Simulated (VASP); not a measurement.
# InO3 (ReO3 type) (Pm-3m) in VASP: notebook, part 2 of 2

VASP 6.6.1.

## (3) Single point, PBE

This run uses another cell than the first one, of 17.94 Å³/atom.

Contents of INCAR:

```
SYSTEM = InO3
PREC = Accurate
ENCUT = 520
EDIFF = 1E-6
ISMEAR = -1
SIGMA = 0.06122561905347299
LREAL = .FALSE.
LASPH = .TRUE.
NELM = 60
ALGO = Normal
ISIF = 2
LWAVE = .FALSE.
LCHARG = .TRUE.
GGA = PE
LELF = .TRUE.
LVHAR = .TRUE.
NBANDS = 24
```

Contents of KPOINTS:

```
Automatic mesh
0
G
  26 26 26
  0 0 0
```

Contents of POSCAR:

```
InO3
1.0
    4.1556029224      0.0000000000      0.0000000000
    0.0000000000      4.1556029224      0.0000000000
    0.0000000000      0.0000000000      4.1556029224
In O
1 3
Direct
    0.0000000000      0.0000000000      0.0000000000
    0.5000000000      0.0000000000      0.0000000000
    0.0000000000      0.5000000000      0.0000000000
    0.0000000000      0.0000000000      0.5000000000
```

Potentials or basis: VASP PAW PBE potentials, release 64 (In_d, O).

The run is started by

```sh
$ cat potpaw_PBE.64/In_d/POTCAR potpaw_PBE.64/O/POTCAR > POTCAR
$ mpirun -np 1 vasp_std > vasp.out
```

OUTCAR:

```text
SYSTEM = InO3
   PREC = Accurate
   ENCUT = 520
   EDIFF = 1E-6
   ISMEAR = -1
   LREAL = .FALSE.
   LASPH = .TRUE.
   NELM = 60
   ISIF = 2
   GGA = PE

 ion  position               nearest neighbor table
   1  0.000  0.000  0.000-   2 2.08   3 2.08   4 2.08   4 2.08   3 2.08   2 2.08
   2  0.500  0.000  0.000-   1 2.08   1 2.08
   3  0.000  0.500  0.000-   1 2.08   1 2.08
   4  0.000  0.000  0.500-   1 2.08   1 2.08

  LATTYP: Found a simple cubic cell.
 ALAT       =     4.1556029224

  Lattice vectors:

 A1 = (   4.1556029224,   0.0000000000,   0.0000000000)
 A2 = (   0.0000000000,   4.1556029224,   0.0000000000)
 A3 = (   0.0000000000,   0.0000000000,   4.1556029224)

Analysis of symmetry for initial positions (statically):
=====================================================================
 Subroutine PRICEL returns:
 Original cell was already a primitive cell.

 Routine SETGRP: Setting up the symmetry group for a
 simple cubic supercell.

 Subroutine GETGRP returns: Found 48 space group operations
 (whereof 48 operations were pure point group operations)
 out of a pool of 48 trial point group operations.

The static configuration has the point symmetry O_h .

Analysis of symmetry for dynamics (positions and initial velocities):
=====================================================================
 Subroutine PRICEL returns:
 Original cell was already a primitive cell.

 Routine SETGRP: Setting up the symmetry group for a
 simple cubic supercell.

 Subroutine GETGRP returns: Found 48 space group operations
 (whereof 48 operations were pure point group operations)
 out of a pool of 48 trial point group operations.

The dynamic configuration has the point symmetry O_h .

 Subroutine INISYM returns: Found 48 space group operations
 (whereof 48 operations are pure point group operations),
 and found     1 'primitive' translations

----------------------------------------------------------------------------------------

                                     Primitive cell

  volume of cell :      71.7633

  direct lattice vectors                    reciprocal lattice vectors
     4.155602922  0.000000000  0.000000000     0.240638968  0.000000000  0.000000000
     0.000000000  4.155602922  0.000000000     0.000000000  0.240638968  0.000000000
     0.000000000  0.000000000  4.155602922     0.000000000  0.000000000  0.240638968

  length of vectors
     4.155602922  4.155602922  4.155602922     0.240638968  0.240638968  0.240638968

  position of ions in fractional coordinates (direct lattice)
     0.000000000  0.000000000  0.000000000
     0.500000000  0.000000000  0.000000000
     0.000000000  0.500000000  0.000000000
     0.000000000  0.000000000  0.500000000

  ion indices of the primitive-cell ions
   primitive index   ion index
                 1           1
                 2           2
                 3           3
                 4           4

----------------------------------------------------------------------------------------

 KPOINTS: Automatic mesh

Automatic generation of k-mesh.
 Grid dimensions read from file:
 generate k-points for:   26   26   26

 Generating k-lattice:

  Cartesian coordinates                     Fractional coordinates (reciprocal lattice)
     0.009255345  0.000000000  0.000000000     0.038461538  0.000000000  0.000000000
     0.000000000  0.009255345  0.000000000     0.000000000  0.038461538  0.000000000
     0.000000000  0.000000000  0.009255345     0.000000000  0.000000000  0.038461538

  Length of vectors
     0.009255345  0.009255345  0.009255345

  Shift w.r.t. Gamma in fractional coordinates (k-lattice)
     0.000000000  0.000000000  0.000000000

 Subroutine IBZKPT returns following result:
 ===========================================

 Found    560 irreducible k-points:

 Following reciprocal coordinates:
            Coordinates               Weight
  0.000000  0.000000  0.000000      1.000000
  0.038462  0.000000  0.000000      6.000000
  0.076923  0.000000  0.000000      6.000000
  0.115385  0.000000  0.000000      6.000000
  0.153846  0.000000  0.000000      6.000000
  0.192308  0.000000  0.000000      6.000000
[... 16 lines left out ...]
  0.346154  0.038462  0.000000     24.000000
  0.384615  0.038462  0.000000     24.000000
 [... further k-points ...]
   k-points           NKPTS =    560   k-points in BZ     NKDIM =    560   number of bands    NBANDS=     24
   number of dos      NEDOS =    301   number of ions     NIONS =      4
   total plane-waves  NPLWV =  32768
   dimension x,y,z NGX =    32 NGY =   32 NGZ =   32
   dimension x,y,z NGXF=    64 NGYF=   64 NGZF=   64
   ions per type =               1   3
   NGX,Y,Z   is equivalent  to a cutoff of  12.80, 12.80, 12.80 a.u.
   NGXF,Y,Z  is equivalent  to a cutoff of  25.60, 25.60, 25.60 a.u.
 SYSTEM =  InO3
   PREC   = accura    normal or accurate (medium, high low for compatibility)
   ISTART =      0    job   : 0-new  1-cont  2-samecut
   ICHARG =      2    charge: 1-file 2-atom 10-const
   ISPIN  =      1    spin polarized calculation?
   LNONCOLLINEAR =      F non collinear calculations
   LSORBIT =      F    spin-orbit coupling
   LASPH  =      T    aspherical Exc in radial PAW
   ENCUT  =  520.0 eV  38.22 Ry    6.18 a.u.   7.73  7.73  7.73*2*pi/ulx,y,z
   NELM   =     60;   NELMIN=  2; NELMDL= -5     # of ELM steps
   EDIFF  = 0.1E-05   stopping-criterion for ELM
   LREAL  =      F    real-space projection
   EDIFFG = 0.1E-04   stopping-criterion for IOM
   NSW    =      0    number of steps for IOM
   IBRION =     -1    ionic relax: 0-MD 1-quasi-New 2-CG
   NFREE  =      0    steps in history (QN), initial steepest desc. (CG)
   ISIF   =      2    stress and relaxation
   ISYM   =      2    0-nonsym 1-usesym 2-fastsym
   POTIM  = 0.5000    time-step for ionic-motion
   TEBEG  =    0.0;   TEEND  =   0.0 temperature during run
   PSTRESS=    0.0 pullay stress
   NELECT =      31.0000    total number of electrons
   NUPDOWN=      -1.0000    fix difference up-down
   EMIN   =  10.00;   EMAX   =-10.00  energy-range for DOS
   EFERMI =   0.00;   METHOD = LEGACY
   ISMEAR =    -1;   SIGMA  =   0.06  broadening in eV -4-tet -1-fermi 0-gaus
   EFERMI_NEDOS =   21; number of points for ismear=-14 and -15
   IALGO  =     38    algorithm
   IMIX   =      4    mixing-type and parameters
     AMIX     =   0.40;   BMIX     =  1.00
     AMIX_MAG =   1.60;   BMIX_MAG =  1.00
  volume/ion in A,a.u.               =      17.94       121.07
  Fermi-wavevector in a.u.,A,eV,Ry     =   1.237546  2.338623 20.837596  1.531520
  Thomas-Fermi vector in A             =   2.372109
   LORBIT       =      0    0 simple, 1 ext, 2 COOP (PROOUT), +10 PAW based schemes
   GGA     = PE    functional components
   LHFCALC =     F    Hartree Fock is set to
   AEXX    =    0.0000 exact exchange contribution
   IVDW    =     0    specifies the selected vdW correction
   LEPSILON=     F    determine dielectric tensor
   LRPA    =     F    only Hartree local field effects (RPA)
 non-spin polarized calculation
  energy-cutoff  :      520.00
  volume of cell :       71.76
 maximum number of plane-waves:      1956
 NGX is ok and might be reduce to    32
   NGX = 15   NGY = 15   NGZ = 15

 number of electron      31.0000003 magnetization

 Free energy of the ion-electron system (eV)
  ---------------------------------------------------
  ext. energy  EPLUGINS =         0.00000000
  ---------------------------------------------------
  free energy    TOTEN  =       -16.19211288 eV

  energy without entropy =      -16.08840657  energy(sigma->0) =      -16.14025972

 E-fermi :  -1.0294     XC(G=0):  -8.3148

 val. band max:       -1.0300575373   @ k =   0.3846   0.2692   0.1923
 cond. band min:      -1.0291587105   @ k =   0.4615   0.2308   0.1923
 fundamental gap:      0.0008988268
 Fermi energy:        -1.0294009983

 k-point     1 :       0.0000    0.0000    0.0000
  band No.  band energies     occupation
      1     -17.9535      2.00000
      2     -17.5252      2.00000
      3     -17.5252      2.00000
      4     -12.5453      2.00000
      5     -12.5453      2.00000
      6     -12.5453      2.00000
[... 637 lines left out ...]
     23      13.8032      0.00000
     24      14.3250      0.00000

 [... further k-points ...]

------------------------ aborting loop because EDIFF is reached ----------------------------------------

  FORCE on cell =-STRESS in cart. coord.  units (eV):
  Direction    XX          YY          ZZ          XY          YZ          ZX
  --------------------------------------------------------------------------------------
  -------------------------------------------------------------------------------------
  Total        1.3969199      1.3969199      1.3969199     -0.0000000      0.0000000     -0.0000000
  in kB       31.1874558     31.1874558     31.1874558     -0.0000000      0.0000000     -0.0000000
  external PRESSURE =      31.1874558 kB  Pullay stress =       0.0000000 kB

 VOLUME and BASIS-vectors are now :
 -----------------------------------------------------------------------------
  energy-cutoff  :      520.00
  volume of cell :       71.76
      direct lattice vectors                 reciprocal lattice vectors
     4.155602922  0.000000000  0.000000000     0.240638968  0.000000000  0.000000000
     0.000000000  4.155602922  0.000000000     0.000000000  0.240638968  0.000000000
     0.000000000  0.000000000  4.155602922     0.000000000  0.000000000  0.240638968

 POSITION                                       TOTAL-FORCE (eV/Angst)
 -----------------------------------------------------------------------------------
      0.00000      0.00000      0.00000         0.000000      0.000000      0.000000
      2.07780      0.00000      0.00000         0.000000      0.000000      0.000000
      0.00000      2.07780      0.00000         0.000000      0.000000      0.000000
      0.00000      0.00000      2.07780         0.000000      0.000000      0.000000
 -----------------------------------------------------------------------------------
    total drift:                                0.000000      0.000000     -0.000000

  FREE ENERGIE OF THE ION-ELECTRON SYSTEM (eV)
  ---------------------------------------------------
  free  energy   TOTEN  =       -16.1921128829 eV

  energy  without entropy=      -16.0884065668  energy(sigma->0) =      -16.14025972
```

OSZICAR:

```text
N       E                     dE             d eps       ncg     rms          rms(c)
DAV:   1     0.308120737385E+03    0.30812E+03   -0.14668E+04 27176   0.143E+03
DAV:   2     0.152221818162E+02   -0.29290E+03   -0.27044E+03 31888   0.415E+02
DAV:   3    -0.165060326830E+02   -0.31728E+02   -0.30652E+02 32512   0.131E+02
DAV:   4    -0.175687978559E+02   -0.10628E+01   -0.10575E+01 31992   0.269E+01
DAV:   5    -0.176143647585E+02   -0.45567E-01   -0.45558E-01 38000   0.532E+00    0.105E+01
DAV:   6    -0.161858929265E+02    0.14285E+01   -0.36406E+00 39824   0.336E+01    0.646E+00
DAV:   7    -0.161933116164E+02   -0.74187E-02   -0.30454E-01 27992   0.528E+00    0.216E+00
DAV:   8    -0.161906507899E+02    0.26608E-02   -0.13598E-02 36008   0.137E+00    0.785E-01
DAV:   9    -0.161917904540E+02   -0.11397E-02   -0.37868E-03 37576   0.850E-01    0.897E-02
DAV:  10    -0.161921041403E+02   -0.31369E-03   -0.55145E-04 39544   0.251E-01    0.708E-02
DAV:  11    -0.161921080160E+02   -0.38757E-05   -0.16672E-05 37952   0.457E-02    0.442E-02
DAV:  12    -0.161921128865E+02   -0.48705E-05   -0.11461E-05 30928   0.584E-02    0.271E-03
DAV:  13    -0.161921128829E+02    0.36807E-08   -0.87753E-07 23136   0.765E-03
   1 F= -.16192113E+02 E0= -.16140260E+02  d E =-.103706E+00
```

Wall time 5.3 min (1 thread of Oxide Virtual Turin-like, shared host); peak memory 0.78 GiB.

Results:

* Free energy: -16.1921 eV
* Pressure: 3.1 GPa
* Band gap on the k mesh: zero (an odd number of electrons rules out a gap without spin polarisation)

Caveat: the cell stands under pressure; spin-orbit coupling is left out, which moves the levels of the heavy elements; an odd number of electrons without spin polarisation forces a metal; a magnetic or distorted state may lie lower.
